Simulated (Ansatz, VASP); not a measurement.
InSb: VASP beside Ansatz

File INCAR:

```
SYSTEM = InSb
PREC     = Accurate       ! precision mode
ENCUT    = 520            ! plane-wave cutoff, eV
EDIFF    = 1E-7           ! SCF threshold, eV
ISMEAR   = 0              ! smearing method
SIGMA    = 0.15           ! smearing width, eV
LREAL    = .FALSE.        ! projectors in reciprocal space
LASPH    = .TRUE.         ! aspherical terms in the spheres
NELM     = 100            ! most SCF steps
ALGO     = Normal         ! electronic algorithm
ISIF     = 2              ! what is computed and relaxed
LWAVE    = .FALSE.        ! write WAVECAR
LCHARG   = .TRUE.         ! write CHGCAR
GGA      = PS             ! functional
LELF     = .TRUE.         ! ELF
LVHAR    = .TRUE.       
NBANDS   = 16             ! bands
```

File KPOINTS:

```
regular mesh
0
G
  12 12 12
  0 0 0
```

Contents of POSCAR:

```
InSb
1.0
    0.0000000000      3.2876865000      3.3362730000
    3.2876865000      0.0000000000      3.3362730000
    3.2876865000      3.2876865000      0.0000000000
In Sb
1 1
Direct
    0.0000000000      0.0000000000      0.0000000000
    0.7500000000      0.7500000000      0.7500000000
```

Input for Ansatz:

```yaml
crystal:
  lattice:
    - [0.0, 3.2876865, 3.336273]
    - [3.2876865, 0.0, 3.336273]
    - [3.2876865, 3.2876865, 0.0]
  atoms:
    - { symbol: In, position: [0.0, 0.0, 0.0] }
    - { symbol: Sb, position: [0.75, 0.75, 0.75] }
basis:
  ecutwfc: 420
kpoints:
  mp_grid: { grid: [12, 12, 12] }
hamiltonian:
  xc: pbesol
scf:
  occupations: { method: gaussian, width: 0.15 }
output:
  forces: true
  stress: true
  eigenvalues: true
```

Change from the starting cell: strain +0.015 along x and y, +0.030 along z, atoms carried along.

Alike in both runs: task single point; functional PBEsol; k mesh 12 × 12 × 12; occupations gaussian, width 0.15 eV; no spin polarisation.

|  | VASP | Ansatz |
| --- | --- | --- |
| version | VASP 6.6.1 | Ansatz 0.2.0 |
| potentials or method | VASP PAW PBE potentials, release 64 (In_d, Sb), cutoff 520 eV | scalar-relativistic, plane waves, PAW |
| valence electrons in the cell | 18 | 28 |

```csv
,VASP,Ansatz,Ansatz less VASP
gap on the k mesh at the Fermi level (eV),none,none,-
pressure (GPa),-1.6,-1.6,-0.01
"traceless stress, the component that is largest in VASP (GPa)",-0.28,-0.28,0.000
```

VASP's potentials were made for PBE, not for PBEsol. A gap of «none» marks a metal or a gap that the smearing closes. VASP's potentials hold 18 valence electrons a cell and Ansatz's 28, so a difference there can come from the potentials and not from the codes.

Spin-orbit coupling is off throughout.
